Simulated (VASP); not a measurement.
Here is a VASP 6.6.1 calculation.

The input INCAR:

```
SYSTEM = Si
PREC = Accurate ; ENCUT = 520
EDIFF = 1E-7 ; ISMEAR = 0
SIGMA = 0.1 ; LREAL = .False.
LASPH = .True. ; NELM = 80
ALGO = Normal ; ISIF = 2
LWAVE = .False. ; LCHARG = .False.
GGA = PE ; NBANDS = 21
```

The input KPOINTS:

```
Automatic mesh
0
Gamma
  6 6 6
  0 0 0
```

The input POSCAR:

```
Si
1.0
   -3.3327571100      3.3327571100      1.9929948100
    3.3327571100     -3.3327571100      1.9929948100
    3.3327571100      3.3327571100     -1.9929948100
Si
6
Direct
    0.5000000000      0.5000000000      0.0000000000
    0.2500000000      0.7500000000      0.5000000000
    0.8251750700      0.6250000000      0.7001750700
    0.9248249300      0.1250000000      0.2998249300
    0.3750000000      0.1748249300      0.2998249300
    0.8750000000      0.0751750700      0.7001750700
```

Potentials or basis: VASP PAW PBE potentials, release 64 (Si).

Command:

```bash
$ cat potpaw_PBE.64/Si/POTCAR > POTCAR
$ mpirun -np 1 vasp_std > vasp.out
```

Question: Predict the largest force.

Answer: 3.249 eV/Å.

Question: Predict the pressure.

Answer: 34.1 GPa.

Question: Predict the band gap on the k mesh.

Answer: Zero (bands 12 and 13 overlap by 1.93 eV).

Stress tensor (GPa, compression positive):
```
37.12  0.00  0.00
 0.00 37.12  0.00
 0.00  0.00 27.94
```

Caveat: the cell stands under pressure; forces of over 1 eV/Å act on the atoms, so gaps and moduli don't describe the material at rest.
